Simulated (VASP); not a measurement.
Runs of VASP 6.6.1 on KAgCl2. The structure is that of space group R-3m (No. 166), or close to it. The cells are those of the table. 

| level | cell | gap on the mesh (eV) | pressure (GPa) | largest force (eV/Å) |
| --- | --- | --- | --- | --- |
| r2SCAN | a = 7.168 Å, angles 34.4°, 4 atoms | 3.04 | -0.9 | 0.03 |
| PBE | a = 7.176 Å, angles 34.5°, 4 atoms | 2.53 | 0.0 | 0.01 |
| r2SCAN | a = 7.026 Å, angles 34.4°, 4 atoms | 3.12 | 1.0 | 0.02 |
| r2SCAN | a = 6.953 Å, angles 34.4°, 4 atoms | (b) | (a) | 0.05 |
| r2SCAN | a = 7.098 Å, angles 34.4°, 4 atoms | 3.08 | 0.0 | 0.01 |
| PBE | a = 7.317 Å, angles 34.5°, 4 atoms | (c) | -1.4 | 0.04 |
| PBE | a = 7.247 Å, angles 34.5°, 4 atoms | 2.50 | -0.7 | 0.03 |
| PBE | a = 7.030 Å, angles 34.5°, 4 atoms | 2.60 | 2.0 | 0.02 |
| PBE | a = 7.104 Å, angles 34.5°, 4 atoms | 2.56 | 0.9 | - |
| r2SCAN | a = 7.237 Å, angles 34.4°, 4 atoms | 3.01 | -1.7 | 0.04 |

Alike in all rows: task single point; potentials or basis VASP PAW PBE potentials, release 64 (K_sv, Ag, Cl); no spin polarisation; k mesh 6 × 6 × 6; cutoff (eV) 520; smearing gaussian 0.01 eV.

Q: Estimate the missing entries.

A: (a) 2.3; (b) 3.17; (c) 2.48.

Caveats: the PAW data sets were made with another functional, which shifts forces and pressure a little (some runs).

A k mesh can miss the band edges, and the runs leave out spin-orbit coupling on Ag.
